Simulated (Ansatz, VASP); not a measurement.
# Two plane-wave programs on AgCl

```
CELL_PARAMETERS angstrom
3.43397 0.00000 0.00000
0.00000 3.43397 0.00000
0.00000 0.00000 3.43397
ATOMIC_POSITIONS crystal
Ag 0.00000 0.00000 0.00000
Cl 0.50000 0.50000 0.50000
```

Alike in both runs: task single point; functional PBE-based screened hybrid; k mesh 4 × 4 × 4; occupations fermi-dirac, width 0.05 eV; no spin polarisation.

```csv
,VASP,Ansatz
version,VASP 6.6.1,Ansatz 0.2.0
potentials or method,"VASP PAW PBE potentials, release 64 (Ag, Cl)",Ansatz PAW
plane-wave cutoff (eV),520,420
valence electrons in the cell,18,26
```

Ansatz gave:

```
gap on the k mesh at the Fermi level (eV) : 2.03
least direct gap on the mesh (eV)         : 3.47
pressure (GPa)                            : -0.2
```

Task: What did VASP give for the same quantities?

Result: gap on the k mesh at the Fermi level (eV): 2.01; least direct gap on the mesh (eV): 3.47; pressure (GPa): -0.4.

VASP's potentials were made for PBE, not for PBE-based screened hybrid. VASP's potentials hold 18 valence electrons a cell and Ansatz's 26, so a difference there can come from the potentials and not from the codes.

The k mesh is coarse, so the values compare programs but aren't converged.
